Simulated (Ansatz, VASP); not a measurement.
# Two plane-wave programs on MnO

```
Mn O
1.0
     0.00000    2.22391    2.22391
     2.22391    0.00000    2.22391
     2.22391    2.22391    0.00000
Mn O
1 1
Cartesian
  0.0000 0.0000 0.0000
  2.2239 2.2239 2.2239
```

Alike in both runs: task relaxation of cell and atoms; functional PBEsol; dispersion D3(BJ); k mesh 10 × 10 × 10; occupations fermi-dirac, width 0.05 eV; collinear spin.

```csv
,VASP,Ansatz
version,VASP 6.6.1,Ansatz 0.2.0
potentials or method,"VASP PAW PBE potentials, release 64 (Mn_pv, O)",Ansatz PAW
plane-wave cutoff (eV),600,420
valence electrons in the cell,19,21
```

Ansatz gave:

```
gap on the k mesh at the Fermi level, each at its own relaxed structure (eV) : none
net moment per atom (μB)                                                     : 2.39
size of the moment on the site where the two differ most (μB)                : 4.04
relaxed volume (Å³/atom)                                                     : 11.03
relaxed cell length with the largest relative difference (Å)                 : 3.148
```

Task: What did VASP give for the same quantities?

Result: gap on the k mesh at the Fermi level, each at its own relaxed structure (eV): none; net moment per atom (μB): 2.39; size of the moment on the site where the two differ most (μB): 4.33; relaxed volume (Å³/atom): 11.03; relaxed cell length with the largest relative difference (Å): 3.148.

VASP's potentials were made for PBE, not for PBEsol. Site moments also hang on the region over which each program counts them. A gap of «none» marks a metal or a gap that the smearing closes. VASP's potentials hold 19 valence electrons a cell and Ansatz's 21, so a difference there can come from the potentials and not from the codes.

Noted on Ansatz's run: the plane-wave basis is chosen anew once the cell has moved, so the energies of steps on either side of that aren't comparable.
